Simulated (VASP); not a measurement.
**WSe2: single point with PBE+D3(BJ)**

WSe2:

```
W Se
1.0
     3.60693    0.00000    0.00000
    -1.80347    2.83972    0.00000
     0.00000    0.00000   12.78861
W Se
2 4
Direct
  0.33333 0.66667 0.25000
  0.66667 0.33333 0.75000
  0.33333 0.66667 0.61829
  0.66667 0.33333 0.11829
  0.33333 0.66667 0.88171
  0.66667 0.33333 0.38171
```

This cell differs from its parent crystal: strain +0.1000 x Voigt [1, 0, 0, 0, 0, 0].

* Program: VASP 6.6.1
* Task: single point
* Functional: PBE
* Dispersion: D3(BJ)
* Potentials or basis: VASP PAW PBE potentials, release 64 (W_sv, Se)
* Cutoff: 520 eV
* k mesh: 12 × 12 × 2
* Occupations: gaussian, width 0.05 eV
* Spin: no spin polarisation

* Pressure: -9.6 GPa
* Largest force: 0.876 eV/Å
* Band gap on the k mesh: 0.85 eV (least direct gap 1.13 eV)
* Dispersion energy per atom: -0.431 eV

Forces on the atoms (eV/Å):
```
W    0.000 -0.507  0.000
W    0.000  0.507  0.000
Se   0.000 -0.270  0.833
Se   0.000  0.270  0.833
Se   0.000 -0.270 -0.833
Se   0.000  0.270 -0.833
```

Stress tensor (GPa, compression positive):
```
-16.37   0.00   0.00
  0.00  -5.28   0.00
  0.00   0.00  -7.07
```

Levels at points of the mesh, in eV from the valence-band top:
```tsv
k point	band 24	band 25	band 26	band 27	band 28	band 29
(0.00, 0.00, 0.00)	-0.80	-0.64	0.00	1.81	1.86	1.89
(0.50, 0.00, 0.00)	-1.43	-1.17	-1.09	1.33	1.39	2.07
(0.00, 0.50, 0.00)	-1.94	-1.19	-0.95	1.71	1.74	1.89
(0.00, 0.00, 0.50)	-1.54	-0.10	-0.10	1.81	1.81	2.05
(0.50, 0.00, 0.50)	-1.37	-1.18	-1.18	1.36	1.36	2.15
(0.00, 0.50, 0.50)	-2.11	-1.04	-1.04	1.72	1.72	2.10
```

Run time: 3.4 min on 1 thread of AMD EPYC 9R45 96-Core Processor (Zen 5), with other jobs on the host, peak memory 0.44 GiB.

Caveat: the cell differs from its parent crystal (strain +0.1000 x Voigt [1, 0, 0, 0, 0, 0]); the cell stands under tension; spin-orbit coupling is left out, which moves the levels of the heavy elements. A k mesh can miss the band edges.
